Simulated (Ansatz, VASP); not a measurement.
## Two plane-wave programs on Ta

The input POSCAR:

```
Ta
1.0
    2.7607311668      0.0000000000      0.0000000000
    0.0000000000      2.7607311668      0.0000000000
    0.0000000000      0.0000000000      2.7607311668
Ta
1
Direct
    0.0000000000      0.0000000000      0.0000000000
```

File INCAR.step1:

```
PREC = Accurate
ENCUT = 520
ISMEAR = -1
SIGMA = 0.1
LREAL = F
LASPH = T
NELM = 60
NBANDS = 12
GGA = PE
ALGO = Normal
EDIFF = 1E-4
LWAVE = T
LCHARG = F
```

Contents of INCAR.step2:

```
PREC = Accurate
ENCUT = 520
EDIFF = 1E-6
ISMEAR = -1
SIGMA = 0.1
LREAL = F
LASPH = T
NELM = 60
ALGO = Normal
ISIF = 2
LWAVE = F
LCHARG = T
METAGGA = R2SCAN
LMIXTAU = T
LELF = T
LVHAR = T
NBANDS = 12
ISTART = 1
```

File KPOINTS:

```
regular mesh
0
Gamma
  13 13 13
```

Input for Ansatz:

```yaml
crystal:
  lattice:
    - [2.7607311668, 0.0, 0.0]
    - [0.0, 2.7607311668, 0.0]
    - [0.0, 0.0, 2.7607311668]
  atoms:
    - { symbol: Ta, position: [0.0, 0.0, 0.0] }
hamiltonian:
  xc: r2scan
  pseudopotentials:
    kind: paw
    azcp:
      Ta: "pseudopotentials/Ta.paw.azcp"
basis:
  ecutwfc: 500
  fft_grid_basis: typed
kpoints:
  mp_grid: { grid: [13, 13, 13], shift: [0, 0, 0] }
magnetization:
  spin_polarized: false
scf:
  occupations: { method: fermi_dirac, width: 0.1 }
  lower_state_search: "off"
output:
  stress: true
```

Alike in both runs: task single point; functional r2SCAN; k mesh 13 × 13 × 13; occupations fermi-dirac, width 0.1 eV; no spin polarisation.

|  | VASP | Ansatz |
| --- | --- | --- |
| version | VASP 6.6.1 | Ansatz 0.2.0 |
| potentials or method | VASP PAW PBE potentials, release 64 (Ta_pv), cutoff 520 eV | plane waves (500 eV) with PAW, scalar-relativistic |
| valence electrons in the cell | 11 | 13 |

```csv
,VASP,Ansatz,Ansatz less VASP
pressure (GPa),-4.8,-5.3,-0.48
```

VASP's potentials were made for PBE, not for r2SCAN. With one functional, cell and mesh, what is left measures potentials, basis and numerics. VASP's potentials hold 11 valence electrons a cell and Ansatz's 13, so a difference there can come from the potentials and not from the codes.

Spin-orbit coupling is off throughout.
